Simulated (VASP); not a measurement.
Crystal: C.

```
C
1.0
     2.45646    0.00000    0.00000
     1.22812    2.12742    0.00000
    -1.19429   -0.68957    3.50283
C
2
Direct
  0.83336 0.83336 0.00009
  0.16664 0.16664 0.99991
```

Program: VASP 6.6.1. Alike in all runs: task single point; level PBEsol; potentials or basis VASP PAW PBE potentials, release 64 (C); no spin polarisation; cell as given; cutoff (eV) 520.

Order these runs on this cell by their band gap on the k mesh, lowest first.
A. k mesh 9 × 9 × 6; smearing methfessel-paxton 0.0704 eV
B. k mesh 7 × 7 × 4; smearing methfessel-paxton 0.1 eV
C. k mesh 5 × 5 × 3; smearing methfessel-paxton 0.1 eV
D. k mesh 4 × 4 × 2; smearing methfessel-paxton 0.1 eV

A (0.48 eV), B (2.29 eV), C (2.50 eV), D (3.39 eV).

Caveats: some runs use coarse meshes.

A k mesh can miss the band edges, odd and even meshes differently.
